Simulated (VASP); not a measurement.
# C in VASP: further runs

Runs on C. Level: PBE+D3(BJ). Tasks: single point.

All numbers are computed with VASP 6.6.1; they aren't measurements. Logs are shortened: lines on timing, memory, paths and dates and some standing lists are left out, and cuts for length are marked.

### Step 1. The cell of the first run

The cell holds a slab with vacuum, 2 atoms: a = 2.423 Å, b = 2.423 Å, c = 26.002 Å, α = 90.00°, β = 90.00°, γ = 120.00°.

### Step 2. Single point, PBE+D3(BJ)

Input file INCAR:

```
ALGO = Normal
DIPOL = 0.5 0.5 0.500
EDIFF = 1E-7
ENCUT = 520
GGA = PE
IDIPOL = 3
ISIF = 2
ISMEAR = 0
IVDW = 12
LASPH = T
LCHARG = F
LDIPOL = T
LREAL = F
LWAVE = F
NBANDS = 11
NELM = 100
PREC = Accurate
SIGMA = 0.1
```

Input file KPOINTS:

```
k-points
0
Gamma
  21 21 1
```

Input file POSCAR:

```
C
1.0
    2.4230000000      0.0000000000      0.0000000000
   -1.2115000000      2.0983795534      0.0000000000
    0.0000000000      0.0000000000     26.0024170307
C
2
Direct
    0.6666666667      0.3333333333      0.5109797485
    0.3333333333      0.6666666667      0.4890202515
```

Potentials or basis: VASP PAW PBE potentials, release 64 (C).

Run with:

```bash
$ cat potpaw_PBE.64/C/POTCAR > POTCAR
$ mpirun -np 1 vasp_std > vasp.out
```

OUTCAR:

```text
EDIFF = 1E-7
   ENCUT = 520
   GGA = PE
   ISIF = 2
   ISMEAR = 0
   IVDW = 12
   LASPH = T
   LREAL = F
   NELM = 100
   PREC = Accurate
 IVDW          = 12

 ion  position               nearest neighbor table
   1  0.667  0.333  0.511-   2 1.51   2 1.51   2 1.51
   2  0.333  0.667  0.489-   1 1.51   1 1.51   1 1.51

  LATTYP: Found a hexagonal cell.
 ALAT       =     2.4230000000
 C/A-ratio  =    10.7314969173

  Lattice vectors:

 A1 = (   2.4230000000,   0.0000000000,   0.0000000000)
 A2 = (  -1.2115000000,   2.0983795534,   0.0000000000)
 A3 = (   0.0000000000,   0.0000000000,  26.0024170307)

Analysis of symmetry for initial positions (statically):
=====================================================================
 Subroutine PRICEL returns:
 Original cell was already a primitive cell.

 Routine SETGRP: Setting up the symmetry group for a
 hexagonal supercell.

 Subroutine GETGRP returns: Found 12 space group operations
 (whereof 12 operations were pure point group operations)
 out of a pool of 24 trial point group operations.

The static configuration has the point symmetry D_3d.

Analysis of symmetry for dynamics (positions and initial velocities):
=====================================================================
 Subroutine PRICEL returns:
 Original cell was already a primitive cell.

 Routine SETGRP: Setting up the symmetry group for a
 hexagonal supercell.

 Subroutine GETGRP returns: Found 12 space group operations
 (whereof 12 operations were pure point group operations)
 out of a pool of 24 trial point group operations.

The dynamic configuration has the point symmetry D_3d.

 Subroutine INISYM returns: Found 12 space group operations
 (whereof 12 operations are pure point group operations),
 and found     1 'primitive' translations

----------------------------------------------------------------------------------------

                                     Primitive cell

  volume of cell :     132.2060

  direct lattice vectors                    reciprocal lattice vectors
     2.423000000  0.000000000  0.000000000     0.412711515  0.238279104  0.000000000
    -1.211500000  2.098379553  0.000000000     0.000000000  0.476558208  0.000000000
     0.000000000  0.000000000 26.002417031     0.000000000  0.000000000  0.038457963

  length of vectors
     2.423000000  2.423000000 26.002417031     0.476558208  0.476558208  0.038457963

  position of ions in fractional coordinates (direct lattice)
     0.666666667  0.333333333  0.510979748
     0.333333333  0.666666667  0.489020252

[... 92 lines left out ...]
   EFERMI_NEDOS =   21; number of points for ismear=-14 and -15
   IALGO  =     38    algorithm
   IMIX   =      4    mixing-type and parameters
     AMIX     =   0.40;   BMIX     =  1.00
     AMIX_MAG =   1.60;   BMIX_MAG =  1.00
  volume/ion in A,a.u.               =      66.10       446.09
  Fermi-wavevector in a.u.,A,eV,Ry     =   0.642719  1.214563  5.620399  0.413088
  Thomas-Fermi vector in A             =   1.709482
   LORBIT       =      0    0 simple, 1 ext, 2 COOP (PROOUT), +10 PAW based schemes
   GGA     = PE    functional components
   LHFCALC =     F    Hartree Fock is set to
   AEXX    =    0.0000 exact exchange contribution
   IVDW    =    12    specifies the selected vdW correction
   LEPSILON=     F    determine dielectric tensor
   LRPA    =     F    only Hartree local field effects (RPA)
 non-spin polarized calculation
 Gauss-broadening in eV      SIGMA  =   0.10
  energy-cutoff  :      520.00
  volume of cell :      132.21
 maximum number of plane-waves:      3621
 NGX is ok and might be reduce to    18
   NGX =  9   NGY =  9   NGZ = 97

 number of electron       8.0000000 magnetization

 dipolmoment           0.000000      0.000000     -0.000000 electrons x Angstroem

 Free energy of the ion-electron system (eV)
  ---------------------------------------------------
  ext. energy  EPLUGINS =         0.00000000
  ---------------------------------------------------
  free energy    TOTEN  =       -15.61426346 eV

  energy without entropy =      -15.61361189  energy(sigma->0) =      -15.61393767

 E-fermi :  -3.4157     XC(G=0):  -1.7753

 val. band max:       -3.5136185713   @ k =   0.0476   0.0000   0.0000
 cond. band min:      -3.3863940874   @ k =   0.0000   0.0000   0.0000
 fundamental gap:      0.1272244839
 Fermi energy:        -3.4157498065

 k-point     1 :       0.0000    0.0000    0.0000
  band No.  band energies     occupation
      1     -21.9464      2.00000
      2     -10.5525      2.00000
      3      -3.3864      0.67803
      4      -3.3864      0.67802
      5      -2.0480      0.00000
      6       0.9701      0.00000
      7       1.1892      0.00000
      8       1.6355      0.00000
      9       1.7260      0.00000
     10       2.6701      0.00000
     11       2.9397      0.00000
[... 309 lines left out ...]
 k-point    24 :       0.1905    0.0952    0.0000
  band No.  band energies     occupation
      1     -20.3292      2.00000
      2      -9.0218      2.00000
      3      -8.0596      2.00000
      4      -6.1209      2.00000
      5      -1.0695      0.00000
      6       3.1010      0.00000
      7       3.2392      0.00000
      8       3.5430      0.00000
      9       3.8779      0.00000
     10       4.4323      0.00000
     11       5.0779      0.00000

 [... further k-points ...]

------------------------ aborting loop because EDIFF is reached ----------------------------------------

 vacuum level on the upper side and lower side of the slab       (xc-potential included)        -0.009        -0.009

 Edisp (eV)   -0.17689

 E8    (eV) :    -0.0553

  FORCE on cell =-STRESS in cart. coord.  units (eV):
  Direction    XX          YY          ZZ          XY          YZ          ZX
  --------------------------------------------------------------------------------------
  -------------------------------------------------------------------------------------
  Total       2.71076     2.71076    -5.62975     0.00000     0.00000     0.00000
  in kB      32.85115    32.85115   -68.22573     0.00000     0.00000     0.00000
  external pressure =       -0.84 kB  Pullay stress =        0.00 kB

 VOLUME and BASIS-vectors are now :
 -----------------------------------------------------------------------------
  energy-cutoff  :      520.00
  volume of cell :      132.21
      direct lattice vectors                 reciprocal lattice vectors
     2.423000000  0.000000000  0.000000000     0.412711515  0.238279104  0.000000000
    -1.211500000  2.098379553  0.000000000     0.000000000  0.476558208  0.000000000
     0.000000000  0.000000000 26.002417031     0.000000000  0.000000000  0.038457963

 POSITION                                       TOTAL-FORCE (eV/Angst)
 -----------------------------------------------------------------------------------
      1.21150      0.69946     13.28671        -0.000000      0.000000     -9.839738
     -0.00000      1.39892     12.71571         0.000000     -0.000000      9.839738
 -----------------------------------------------------------------------------------
    total drift:                                0.000000     -0.000000     -0.000000

  FREE ENERGIE OF THE ION-ELECTRON SYSTEM (eV)
  ---------------------------------------------------
  free  energy   TOTEN  =       -15.7911565665 eV

  energy  without entropy=      -15.7905049992  energy(sigma->0) =      -15.79083078

 vacuum level on the upper side and lower side of the slab         1.170         1.170
```

Run time: 2.6 min. Hardware: 1 thread of AMD EPYC 7R43 (Zen 3), shared host; peak memory 0.22 GiB.

What came out:

```yaml
Free_energy: -15.7912 eV
Largest_force: 9.840 eV/Å
Band_gap_on_the_k_mesh: zero (band 4 reaches -3.39 eV, above the bottom of band 5 at -3.54 eV)
Dispersion_energy_per_atom: -0.088 eV
```

Forces on the atoms (eV/Å):
```
C    0.000  0.000 -9.840
C    0.000  0.000  9.840
```

Levels at points of the mesh, in eV from the Fermi level:
```csv
k point,band 1,band 2,band 3,band 4,band 5,band 6,band 7,band 8
"(0.00, 0.00, 0.00)",-18.53,-7.14,0.03,0.03,1.37,4.39,4.60,5.05
```

### Step 3. Single point, PBE+D3(BJ)

Input file INCAR:

```
SYSTEM = C
PREC = Accurate
ENCUT = 520
EDIFF = 1E-7
ISMEAR = 0
SIGMA = 0.1
LREAL = .FALSE.
LASPH = .TRUE.
NELM = 60
ALGO = Normal
ISIF = 2
LWAVE = .FALSE.
LCHARG = .FALSE.
LDIPOL = .TRUE.
IDIPOL = 3
DIPOL = 0.5 0.5 0.500
GGA = PE
IVDW = 12
NBANDS = 11
```

Input file KPOINTS:

```
regular mesh
0
G
  21 21 1
  0 0 0
```

Input file POSCAR:

```
C
1.0
    2.4230000000      0.0000000000      0.0000000000
   -1.2115000000      2.0983795534      0.0000000000
    0.0000000000      0.0000000000     26.0024170307
C
2
Direct
    0.6666666667      0.3333333333      0.5164792373
    0.3333333333      0.6666666667      0.4835207627
```

Potentials or basis: VASP PAW PBE potentials, release 64 (C).

Run with:

```bash
$ cat potpaw_PBE.64/C/POTCAR > POTCAR
$ mpirun -np 1 vasp_std > vasp.out
```

OUTCAR:

```text
SYSTEM = C
   PREC = Accurate
   ENCUT = 520
   EDIFF = 1E-7
   ISMEAR = 0
   LREAL = .FALSE.
   LASPH = .TRUE.
   NELM = 60
   ISIF = 2
   GGA = PE
   IVDW = 12
 IVDW          = 12

 ion  position               nearest neighbor table
   1  0.667  0.333  0.516-   2 1.64   2 1.64   2 1.64
   2  0.333  0.667  0.484-   1 1.64   1 1.64   1 1.64

  LATTYP: Found a hexagonal cell.
 ALAT       =     2.4230000000
 C/A-ratio  =    10.7314969173

  Lattice vectors:

[... 527 lines left out ...]

 vacuum level on the upper side and lower side of the slab       (xc-potential included)        -0.009        -0.009

 Edisp (eV)   -0.18021

 E8    (eV) :    -0.0562

  FORCE on cell =-STRESS in cart. coord.  units (eV):
  Direction    XX          YY          ZZ          XY          YZ          ZX
  --------------------------------------------------------------------------------------
  -------------------------------------------------------------------------------------
  Total       1.54548     1.54548    -7.99850     0.00000    -0.00000     0.00000
  in kB      18.72939    18.72939   -96.93220     0.00000    -0.00000     0.00000
  external pressure =      -19.82 kB  Pullay stress =        0.00 kB

 VOLUME and BASIS-vectors are now :
 -----------------------------------------------------------------------------
  energy-cutoff  :      520.00
  volume of cell :      132.21
      direct lattice vectors                 reciprocal lattice vectors
     2.423000000  0.000000000  0.000000000     0.412711515  0.238279104  0.000000000
    -1.211500000  2.098379553  0.000000000     0.000000000  0.476558208  0.000000000
     0.000000000  0.000000000 26.002417031     0.000000000  0.000000000  0.038457963

 POSITION                                       TOTAL-FORCE (eV/Angst)
 -----------------------------------------------------------------------------------
      1.21150      0.69946     13.42971         0.000000      0.000000     -9.320042
     -0.00000      1.39892     12.57271        -0.000000     -0.000000      9.320042
 -----------------------------------------------------------------------------------
    total drift:                                0.000000      0.000000     -0.000000

  FREE ENERGIE OF THE ION-ELECTRON SYSTEM (eV)
  ---------------------------------------------------
  free  energy   TOTEN  =       -12.8612631621 eV

  energy  without entropy=      -12.8532000913  energy(sigma->0) =      -12.85723163

 vacuum level on the upper side and lower side of the slab         1.287         1.287
```

OSZICAR:

```text
N       E                     dE             d eps       ncg     rms          rms(c)
DAV:   1     0.551828924215E+02    0.55183E+02   -0.30468E+03  1064   0.513E+02
DAV:   2    -0.799868736647E+01   -0.63182E+02   -0.52411E+02  1628   0.996E+01
DAV:   3    -0.130203519176E+02   -0.50217E+01   -0.49202E+01  1587   0.383E+01
[... 13 lines left out ...]
DAV:  17    -0.126810465471E+02   -0.17094E-04   -0.22555E-06  1345   0.238E-03    0.296E-04
DAV:  18    -0.126810486150E+02   -0.20679E-05   -0.33288E-08  1548   0.641E-04    0.235E-04
DAV:  19    -0.126810496804E+02   -0.10654E-05   -0.31742E-08  1286   0.418E-04    0.512E-05
DAV:  20    -0.126810498779E+02   -0.19754E-06   -0.43116E-09  1291   0.121E-04    0.158E-05
DAV:  21    -0.126810498863E+02   -0.83444E-08   -0.74984E-11  1430   0.438E-05
   1 F= -.12861263E+02 E0= -.12857232E+02  d E =-.806307E-02
```

stdout:

```text
POSCAR found type information on POSCAR C
 POSCAR found :  1 types and       2 ions
 scaLAPACK will be used
 LDA part: xc-table for (Slater+PW92), standard interpolation
 POSCAR, INCAR and KPOINTS ok, starting setup
 FFT: planning ... GRIDC
 FFT: planning ... GRID_SOFT
 FFT: planning ... GRID
 WAVECAR not read
 entering main loop
```

Wall time 3.1 min (1 thread of AMD EPYC 7R43 (Zen 3), shared host); peak memory 0.22 GiB.

Results:

- Free energy: -12.8613 eV
- Largest force: 9.320 eV/Å
- Band gap on the k mesh: zero (band 4 reaches -2.43 eV, above the bottom of band 5 at -4.74 eV)
- Dispersion energy per atom: -0.090 eV

Forces in eV/Å, atoms in the order of the input:
```
C    0.000  0.000 -9.320
C    0.000  0.000  9.320
```
